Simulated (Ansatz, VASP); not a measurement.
One calculation of Cd5O2, two programs

```xyz
7
Lattice="3.3954 0.0091 0.0012 -1.6898 2.9069 0.0064 0.0101 0.0302 12.5675" Properties=species:S:1:pos:R:3 pbc="T T T"
Cd   -0.0006    0.0032    0.0008
Cd    0.0092    1.9396    2.7946
Cd    1.7051    1.0111    9.7791
Cd    1.7146    0.9900    5.1346
Cd    0.0036    1.9416    7.4401
O     0.0085    1.9753   11.1909
O     1.7064    0.9778    1.3852
```

Change from the starting cell: cell x1, atoms moved at random (sigma 0.15 Å) and cell strained at random (1.5 %), then relaxed without symmetry.

Alike in both runs: functional PBE; k mesh 6 × 6 × 2; occupations gaussian, width 0.2 eV; no spin polarisation.

Ansatz relaxed the structure, and its values are those at the end. VASP's run is a single point on that final structure, the one shown.

|  | VASP | Ansatz |
| --- | --- | --- |
| version | VASP 6.6.1 | Ansatz 0.2.0 |
| potentials or method | VASP PAW PBE potentials, release 64 (Cd, O), cutoff 520 eV | scalar-relativistic, plane waves, PAW |
| valence electrons in the cell | 72 | 112 |

VASP gave:

```
gap on the k mesh at the Fermi level (eV) : none
pressure (GPa)                            : 0.6
rms of the force components (eV/Å)        : 0.014
```

Question: Estimate Ansatz's values.

Answer: gap on the k mesh at the Fermi level (eV): none; pressure (GPa): 0.0; rms of the force components (eV/Å): 0.005.

A gap of «none» marks a metal or a gap that the smearing closes. The functional is the same, so the differences come from potentials, cutoffs and numerics. VASP's potentials hold 72 valence electrons a cell and Ansatz's 112, so a difference there can come from the potentials and not from the codes.
